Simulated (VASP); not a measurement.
# W (Im-3m) in VASP: single point with PBE

Aim: the single point of W with PBE.

All numbers are computed with VASP 6.6.1; they aren't measurements. Logs are shortened: lines on timing, memory, paths and dates and some standing lists are left out, and cuts for length are marked.

## (1) The cell of the first run

Symmetry: Im-3m, No. 229, cubic system. The conventional cell has a = 3.165 Å, b = 3.165 Å, c = 3.165 Å, α = 90.00°, β = 90.00°, γ = 90.00°. W (site symmetry m-3m) has 14 W at 2.74 to 3.16 Å within 3.6 Å.

## (2) Single point, PBE

Input file INCAR:

```
SYSTEM = W
ALGO     = Normal         ! electronic algorithm
EDIFF    = 1E-6           ! SCF threshold, eV
ENCUT    = 500            ! plane-wave cutoff, eV
GGA      = PE             ! functional
GGA_COMPAT= .False.      
ISIF     = 2              ! what is computed and relaxed
ISMEAR   = -1             ! smearing method
LASPH    = .True.         ! aspherical terms in the spheres
LCHARG   = .False.        ! write CHGCAR
LREAL    = .False.        ! projectors in reciprocal space
LWAVE    = .False.        ! write WAVECAR
NBANDS   = 96             ! bands
NELM     = 120            ! most SCF steps
PREC     = Accurate       ! precision mode
SIGMA    = 0.1            ! smearing width, eV
```

Input file KPOINTS:

```
k-points
0
Gamma
  2 3 3
  0 0 0
```

Input file POSCAR:

```
W
1.0
   -4.7470350000      4.7470350000      4.7470350000
    3.1646900000     -3.1646900000      3.1646900000
    3.1646900000      3.1646900000     -3.1646900000
W
12
Direct
    0.0000000000      0.0000000000      0.0000000000
    0.0000000000      0.0000000000      0.5000000000
    0.0000000000      0.5000000000      0.0000000000
    0.0000000000      0.5000000000      0.5000000000
    0.3333333333      0.0000000000      0.0000000000
    0.3333333333      0.0000000000      0.5000000000
    0.3333333333      0.5000000000      0.0000000000
    0.3333333333      0.5000000000      0.5000000000
    0.6666666667      0.0000000000      0.0000000000
    0.6666666667      0.0000000000      0.5000000000
    0.6666666667      0.5000000000      0.0000000000
    0.6666666667      0.5000000000      0.5000000000
```

Potentials or basis: VASP PAW PBE potentials, release 64 (W_sv).

Run with:

```
> cat potpaw_PBE.64/W_sv/POTCAR > POTCAR
> mpirun -np 1 vasp_std > vasp.out
```

OUTCAR:

```text
SYSTEM = W
   EDIFF = 1E-6
   ENCUT = 500
   GGA = PE
   ISIF = 2
   ISMEAR = -1
   LASPH = .True.
   LREAL = .False.
   NELM = 120
   PREC = Accurate

 ion  position               nearest neighbor table
   1  0.000  0.000  0.000-   5 2.74   9 2.74   8 2.74  12 2.74   2 2.74   2 2.74   3 2.74   3 2.74
                            10 3.16   7 3.16  11 3.16   6 3.16   4 3.16   4 3.16
   2  0.000  0.000  0.500-   6 2.74  10 2.74   7 2.74  11 2.74   1 2.74   1 2.74   4 2.74   4 2.74
                             9 3.16   5 3.16  12 3.16   8 3.16   3 3.16   3 3.16
   3  0.000  0.500  0.000-   7 2.74  11 2.74   6 2.74  10 2.74   1 2.74   4 2.74   1 2.74   4 2.74
                            12 3.16   5 3.16   9 3.16   8 3.16   2 3.16   2 3.16
   4  0.000  0.500  0.500-   8 2.74  12 2.74   5 2.74   9 2.74   2 2.74   3 2.74   2 2.74   3 2.74
                            11 3.16   7 3.16  10 3.16   6 3.16   1 3.16   1 3.16
   5  0.333  0.000  0.000-   1 2.74   4 2.74   7 2.74   6 2.74   7 2.74   6 2.74  12 2.74   9 2.74
                             2 3.16   3 3.16   8 3.16   8 3.16  11 3.16  10 3.16
   6  0.333  0.000  0.500-   2 2.74   3 2.74   8 2.74   5 2.74   8 2.74   5 2.74  11 2.74  10 2.74
                             1 3.16   4 3.16   7 3.16   7 3.16   9 3.16  12 3.16
   7  0.333  0.500  0.000-   3 2.74   2 2.74   8 2.74   8 2.74   5 2.74   5 2.74  10 2.74  11 2.74
                             4 3.16   1 3.16   6 3.16   6 3.16   9 3.16  12 3.16
   8  0.333  0.500  0.500-   4 2.74   1 2.74   7 2.74   7 2.74   6 2.74   6 2.74   9 2.74  12 2.74
                             3 3.16   2 3.16   5 3.16   5 3.16  11 3.16  10 3.16
   9  0.667  0.000  0.000-   1 2.74   4 2.74  10 2.74  11 2.74  10 2.74  11 2.74   8 2.74   5 2.74
                             3 3.16   2 3.16  12 3.16  12 3.16   7 3.16   6 3.16
  10  0.667  0.000  0.500-   2 2.74   3 2.74   9 2.74  12 2.74   9 2.74  12 2.74   7 2.74   6 2.74
                             1 3.16   4 3.16  11 3.16  11 3.16   8 3.16   5 3.16
  11  0.667  0.500  0.000-   3 2.74   2 2.74   9 2.74  12 2.74  12 2.74   9 2.74   6 2.74   7 2.74
                             1 3.16   4 3.16  10 3.16  10 3.16   5 3.16   8 3.16
  12  0.667  0.500  0.500-   4 2.74   1 2.74  10 2.74  11 2.74  11 2.74  10 2.74   5 2.74   8 2.74
                             3 3.16   2 3.16   9 3.16   9 3.16   6 3.16   7 3.16

  LATTYP: Found a base centered monoclinic cell.
 ALAT       =     6.3293800000
 B/A-ratio  =     1.4142135624
 C/A-ratio  =     1.0897247359
 COS(beta)  =    -0.2294157339

  Lattice vectors:

 A1 = (  -3.1646900000,   3.1646900000,  -3.1646900000)
 A2 = (  -3.1646900000,  -3.1646900000,   3.1646900000)
 A3 = (   1.5823450000,   4.7470350000,   4.7470350000)

Analysis of symmetry for initial positions (statically):
=====================================================================
 Subroutine PRICEL returns following result:

  LATTYP: Found a body centered cubic cell.
 ALAT       =     3.1646900000

  Lattice vectors:

 A1 = (  -1.5823449998,   1.5823449998,   1.5823449998)
 A2 = (   1.5823450000,  -1.5823450000,   1.5823450000)
 A3 = (   1.5823450000,   1.5823450000,  -1.5823450000)

  12 primitive cells build up your supercell.

 Routine SETGRP: Setting up the symmetry group for a
 base centered monoclinic supercell.

 Subroutine GETGRP returns: Found  4 space group operations
 (whereof  4 operations were pure point group operations)
 out of a pool of  4 trial point group operations.

The static configuration has the point symmetry C_2h.

Analysis of symmetry for dynamics (positions and initial velocities):
=====================================================================
 Subroutine PRICEL returns following result:

  LATTYP: Found a body centered cubic cell.
 ALAT       =     3.1646900000

  Lattice vectors:

 A1 = (  -1.5823449998,   1.5823449998,   1.5823449998)
 A2 = (   1.5823450000,  -1.5823450000,   1.5823450000)
 A3 = (   1.5823450000,   1.5823450000,  -1.5823450000)

  12 primitive cells build up your supercell.

 Routine SETGRP: Setting up the symmetry group for a
 base centered monoclinic supercell.

 Subroutine GETGRP returns: Found  4 space group operations
 (whereof  4 operations were pure point group operations)
 out of a pool of  4 trial point group operations.

The dynamic configuration has the point symmetry C_2h.

 Subroutine INISYM returns: Found  4 space group operations
 (whereof  4 operations are pure point group operations),
 and found    12 'primitive' translations

----------------------------------------------------------------------------------------
[... 52 lines left out ...]
|                                                                             |
|        The reciprocal lattice is base-centered monoclinic,                  |
|        whereas your k-lattice is face-centered cubic.                       |
|                                                                             |
|     Results are often still useful ...                                      |
|                                                                             |
 -----------------------------------------------------------------------------

 Subroutine IBZKPT returns following result:
 ===========================================

 Found      8 irreducible k-points:

 Following reciprocal coordinates:
            Coordinates               Weight
  0.000000  0.000000  0.000000      1.000000
  0.500000  0.000000  0.000000      1.000000
  0.000000  0.333333  0.000000      4.000000
  0.500000  0.333333 -0.000000      4.000000
  0.000000  0.333333  0.333333      2.000000
  0.500000  0.333333  0.333333      2.000000
  0.000000 -0.333333  0.333333      2.000000
  0.500000 -0.333333  0.333333      2.000000
   k-points           NKPTS =      8   k-points in BZ     NKDIM =      8   number of bands    NBANDS=     96
   number of dos      NEDOS =    301   number of ions     NIONS =     12
   total plane-waves  NPLWV =  96000
   dimension x,y,z NGX =    60 NGY =   40 NGZ =   40
   dimension x,y,z NGXF=   120 NGYF=   80 NGZF=   80
   ions per type =              12
   NGX,Y,Z   is equivalent  to a cutoff of  12.13, 12.13, 12.13 a.u.
   NGXF,Y,Z  is equivalent  to a cutoff of  24.26, 24.26, 24.26 a.u.
 SYSTEM =  W
   PREC   = accura    normal or accurate (medium, high low for compatibility)
   ISTART =      0    job   : 0-new  1-cont  2-samecut
   ICHARG =      2    charge: 1-file 2-atom 10-const
   ISPIN  =      1    spin polarized calculation?
   LNONCOLLINEAR =      F non collinear calculations
   LSORBIT =      F    spin-orbit coupling
   LASPH  =      T    aspherical Exc in radial PAW
   ENCUT  =  500.0 eV  36.75 Ry    6.06 a.u.  14.99  9.99  9.99*2*pi/ulx,y,z
   NELM   =    120;   NELMIN=  2; NELMDL= -5     # of ELM steps
   EDIFF  = 0.1E-05   stopping-criterion for ELM
   LREAL  =      F    real-space projection
[... 7 lines left out ...]
   TEBEG  =    0.0;   TEEND  =   0.0 temperature during run
   PSTRESS=    0.0 pullay stress
   NELECT =     168.0000    total number of electrons
   NUPDOWN=      -1.0000    fix difference up-down
   EMIN   =  10.00;   EMAX   =-10.00  energy-range for DOS
   EFERMI =   0.00;   METHOD = LEGACY
   ISMEAR =    -1;   SIGMA  =   0.10  broadening in eV -4-tet -1-fermi 0-gaus
   EFERMI_NEDOS =   21; number of points for ismear=-14 and -15
   IALGO  =     38    algorithm
   IMIX   =      4    mixing-type and parameters
     AMIX     =   0.40;   BMIX     =  1.00
     AMIX_MAG =   1.60;   BMIX_MAG =  1.00
  volume/ion in A,a.u.               =      15.85       106.94
  Fermi-wavevector in a.u.,A,eV,Ry     =   1.570832  2.968442 33.572544  2.467512
  Thomas-Fermi vector in A             =   2.672506
   LORBIT       =      0    0 simple, 1 ext, 2 COOP (PROOUT), +10 PAW based schemes
   GGA     = PE    functional components
   LHFCALC =     F    Hartree Fock is set to
   AEXX    =    0.0000 exact exchange contribution
   IVDW    =     0    specifies the selected vdW correction
   LEPSILON=     F    determine dielectric tensor
   LRPA    =     F    only Hartree local field effects (RPA)
 non-spin polarized calculation
  energy-cutoff  :      500.00
  volume of cell :      190.17
 maximum number of plane-waves:      4860
 NGX is ok and might be reduce to    60
   NGX = 29   NGY = 19   NGZ = 19

 number of electron     168.0000042 magnetization

 Free energy of the ion-electron system (eV)
  ---------------------------------------------------
  ext. energy  EPLUGINS =         0.00000000
  ---------------------------------------------------
  free energy    TOTEN  =      -156.07047158 eV

  energy without entropy =     -155.82135447  energy(sigma->0) =     -155.94591303

 E-fermi :  11.6114     XC(G=0): -13.6360

 val. band max:       11.5094179217   @ k =   0.0000  -0.3333   0.3333
 cond. band min:      11.7921090137   @ k =   0.5000   0.3333  -0.0000
 fundamental gap:      0.2826910920
 Fermi energy:        11.6113688661

 k-point     1 :       0.0000    0.0000    0.0000
  band No.  band energies     occupation
      1     -62.6929      2.00000
      2     -62.5922      2.00000
      3     -62.5922      2.00000
      4     -62.5583      2.00000
      5     -62.5583      2.00000
      6     -62.5583      2.00000
[... 781 lines left out ...]
     95      13.3853      0.00000
     96      13.3853      0.00000

------------------------ aborting loop because EDIFF is reached ----------------------------------------

  FORCE on cell =-STRESS in cart. coord.  units (eV):
  Direction    XX          YY          ZZ          XY          YZ          ZX
  --------------------------------------------------------------------------------------
  -------------------------------------------------------------------------------------
  Total        5.2169553      5.2169533      5.2169533      0.0000012     -0.0001456      0.0000021
  in kB       43.9524332     43.9524167     43.9524167      0.0000105     -0.0012267      0.0000175
  external PRESSURE =      43.9524222 kB  Pullay stress =       0.0000000 kB

 VOLUME and BASIS-vectors are now :
 -----------------------------------------------------------------------------
  energy-cutoff  :      500.00
  volume of cell :      190.17
      direct lattice vectors                 reciprocal lattice vectors
    -4.747035000  4.747035000  4.747035000     0.000000000  0.105328905  0.105328905
     3.164690000 -3.164690000  3.164690000     0.157993358  0.000000000  0.157993358
     3.164690000  3.164690000 -3.164690000     0.157993358  0.157993358  0.000000000

 POSITION                                       TOTAL-FORCE (eV/Angst)
 -----------------------------------------------------------------------------------
      0.00000      0.00000      0.00000        -0.000000     -0.000000     -0.000000
      1.58234      1.58234     -1.58234        -0.000000     -0.000000      0.000000
      1.58234     -1.58234      1.58234         0.000000     -0.000000      0.000000
      3.16469      0.00000      0.00000        -0.000000     -0.000000      0.000000
     -1.58234      1.58234      1.58234        -0.000000      0.000000     -0.000000
      0.00000      3.16469     -0.00000        -0.000000      0.000000     -0.000000
      0.00000     -0.00000      3.16469        -0.000000      0.000000     -0.000000
      1.58235      1.58234      1.58234         0.000000     -0.000000      0.000000
     -3.16469      3.16469      3.16469         0.000000      0.000000      0.000000
     -1.58235      4.74704      1.58235         0.000000     -0.000000     -0.000000
     -1.58235      1.58235      4.74704        -0.000000      0.000000      0.000000
     -0.00000      3.16469      3.16469         0.000000      0.000000     -0.000000
 -----------------------------------------------------------------------------------
    total drift:                               -0.000000      0.000000      0.000000

  FREE ENERGIE OF THE ION-ELECTRON SYSTEM (eV)
  ---------------------------------------------------
  free  energy   TOTEN  =      -156.0704715831 eV

  energy  without entropy=     -155.8213544730  energy(sigma->0) =     -155.94591303
```

Wall time 6.9 min (1 thread of AMD EPYC, shared host); peak memory 0.3 GiB.

Results:

| Property | Result |
| --- | --- |
| Free energy | -156.0705 eV |
| Pressure | 4.4 GPa |
| Band gap on the k mesh | zero (bands 84 and 85 overlap by 2.10 eV) |

Levels at points of the mesh, in eV from the Fermi level:
```
           k point  band 80  band 81  band 82  band 83  band 84  band 85  band 86  band 87
(0.00, 0.00, 0.00)    -1.37     0.51     0.51     0.51     1.20     1.20     1.38     1.38
(0.50, 0.00, 0.00)    -1.65    -0.10    -0.10     0.18     0.18     0.51     0.51     0.51
```

Caveat: the k points lie up to 0.47 Å⁻¹ apart, too coarse for converged energies and pressures of a metal; spin-orbit coupling is left out, which moves the levels of the heavy elements.

The gap in the log of VASP goes by the Fermi energy; the results here count the filled bands.